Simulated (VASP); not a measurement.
N2, 2 atoms in the cell. The cell holds a molecule in a box, 2 atoms: a = 9.000 Å, b = 9.500 Å, c = 10.000 Å, α = 90.00°, β = 90.00°, γ = 90.00°. 

```yaml
Program: VASP 6.6.1
Task: single point
Functional: PBEsol
Potentials_or_basis: VASP PAW PBE potentials, release 64 (N_h)
Cutoff: 1000 eV
k_mesh: 1 × 1 × 1
Occupations: fermi-dirac, width 0.05 eV
Spin: no spin polarisation
Dipole_correction: no
Further_INCAR_settings: ALGO = Normal; EDIFF = 1e-06; NBANDS = 12; NELMDL = -8
```

Potentials or basis: VASP PAW PBE potentials, release 64 (N_h).

Launch:

```sh
$ cat potpaw_PBE.64/N_h/POTCAR > POTCAR
$ mpirun -np 1 vasp_gam > vasp.out
```

Hardware: 1 thread of Intel(R) Xeon(R) Platinum 8488C (Sapphire Rapids), on a shared host.

How long does it take, and how much memory?

Wall time 2 min on 1 thread of Intel(R) Xeon(R) Platinum 8488C (Sapphire Rapids), with other jobs on the host, peak memory 1.5 GiB. Counts: scf iterations 21, k points 1.
